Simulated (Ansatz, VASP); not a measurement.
## Two plane-wave programs on AlGaN2

```
CELL_PARAMETERS angstrom
3.06189 0.00000 0.00000
0.00000 3.06189 0.00000
0.00000 0.00000 4.71929
ATOMIC_POSITIONS crystal
Al 0.50000 0.50000 0.50000
Ga 0.00000 0.00000 0.00000
N 0.50000 0.00000 0.74127
N 0.00000 0.50000 0.25873
```

Alike in both runs: functional LDA; k mesh 8 × 8 × 6; occupations gaussian, width 0.05 eV; no spin polarisation.

Ansatz relaxed the structure, and its values are those at the end. VASP's run is a single point on that final structure, the one shown.

```csv
,VASP,Ansatz
version,VASP 6.6.1,Ansatz 0.2.0
potentials or method,"VASP PAW LDA potentials, release 64 (Al, Ga_d, N), cutoff 520 eV","scalar-relativistic, plane waves, PAW"
valence electrons in the cell,26,26
```

Ansatz gave:

| Quantity | Value |
| --- | --- |
| gap on the k mesh at the Fermi level (eV) | 2.58 |
| least direct gap on the mesh (eV) | 2.58 |
| pressure (GPa) | -7.9 |
| rms of the force components (eV/Å) | 0.000 |

Problem. What did VASP give for the same quantities?

Solution. gap on the k mesh at the Fermi level (eV): 2.59; least direct gap on the mesh (eV): 2.59; pressure (GPa): -7.1; rms of the force components (eV/Å): 0.014.

Ansatz warns that its potentials were made for another functional, while VASP's fit it. LDA's correlation is that of Perdew and Zunger in VASP and of Perdew and Wang (1992) in Ansatz. Ansatz's warnings: stress scf threshold loose.
